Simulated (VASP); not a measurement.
Runs of VASP 6.6.1 on Li2S. The structure is that of space group Fm-3m (No. 225), or close to it. The cells are those of the table. 

```csv
level,cell,k mesh,cutoff (eV),smearing,grid for exact exchange (PRECFOCK),share of exact exchange,screening parameter,gap on the mesh (eV),pressure (GPa)
HSE06,"a = 3.792 Å, angles 60.0°, 3 atoms",6 × 6 × 6,650,gaussian 0.01 eV,Normal,0.25,0.2079 1/Å,(b),(a)
PBE,"a = 4.024 Å, angles 60.0°, 3 atoms",8 × 8 × 8,750,fermi-dirac 0.02 eV,-,-,-,3.39,0.2
r2SCAN,"a = 4.024 Å, angles 60.0°, 3 atoms",8 × 8 × 8,830,gaussian 0.01 eV,-,-,-,3.86,-0.2
r2SCAN,"a = 3.797 Å, angles 60.0°, 3 atoms",8 × 8 × 8,830,gaussian 0.01 eV,-,-,-,3.70,9.7
PBE,"a = 3.792 Å, angles 60.0°, 3 atoms",8 × 8 × 8,750,fermi-dirac 0.02 eV,-,-,-,3.21,10.7
```

Alike in all rows: task single point; potentials or basis VASP PAW PBE potentials, release 64 (Li_sv, S); no spin polarisation.

**Question.** Fill in the values left out.

**Answer.** (a) 9.8; (b) 4.16.

Caveats: the cell stands under pressure (at least some runs); the PAW data sets were made with another functional, which shifts forces and pressure a little (at least some runs).

A k mesh can miss the band edges.
